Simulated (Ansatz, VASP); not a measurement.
# Sn in VASP and in Ansatz

INCAR

```
PREC = Accurate
ENCUT = 500
EDIFF = 1E-6
ISMEAR = 0
SIGMA = 0.1
LREAL = False
LASPH = True
NELM = 120
ALGO = Normal
ISIF = 2
LWAVE = False
LCHARG = False
GGA = PE
NBANDS = 28
GGA_COMPAT = False
```

KPOINTS

```
regular mesh
0
Gamma
  3 3 6
```

File POSCAR:

```
Sn
1.0
    6.1511416999      0.0000000000      0.0000000000
   -3.0755708500      5.3270449744      0.0000000000
    0.0000000000      0.0000000000      3.7709173030
Sn
3
Direct
    0.0000000000      0.0000000000      0.0000000000
    0.3333333333      0.6666666667      0.5000000000
    0.6666666667      0.3333333333      0.5000000000
```

Input for Ansatz:

```yaml
crystal:
  lattice:
    - [6.1511416999, 0.0, 0.0]
    - [-3.07557085, 5.3270449744, 0.0]
    - [0.0, 0.0, 3.770917303]
  atoms:
    - { symbol: Sn, position: [0.0, 0.0, 0.0] }
    - { symbol: Sn, position: [0.3333333333, 0.6666666667, 0.5] }
    - { symbol: Sn, position: [0.6666666667, 0.3333333333, 0.5] }
basis:
  ecutwfc: 420
kpoints:
  mp_grid: { grid: [3, 3, 6] }
hamiltonian:
  xc: pbe
scf:
  occupations: { method: gaussian, width: 0.1 }
  lower_state_search: "off"
output:
  forces: true
  stress: true
  eigenvalues: true
```

Alike in both runs: task single point; functional PBE; k mesh 3 × 3 × 6; occupations gaussian, width 0.1 eV; no spin polarisation.

|  | VASP | Ansatz |
| --- | --- | --- |
| version | VASP 6.6.1 | Ansatz 0.2.0 |
| potentials or method | VASP PAW PBE potentials, release 64 (Sn_d), cutoff 500 eV | scalar-relativistic, plane waves, PAW |
| valence electrons in the cell | 42 | 42 |

```csv
,VASP,Ansatz,Ansatz less VASP
gap on the k mesh at the Fermi level (eV),none,none,-
pressure (GPa),-7.4,-7.4,+0.03
"traceless stress, the component that is largest in VASP (GPa)",-0.43,-0.43,+0.001
```

A gap of «none» marks a metal or a gap that the smearing closes. With one functional, cell and mesh, what is left measures potentials, basis and numerics.

The k mesh is coarse, so the values compare programs but aren't converged.
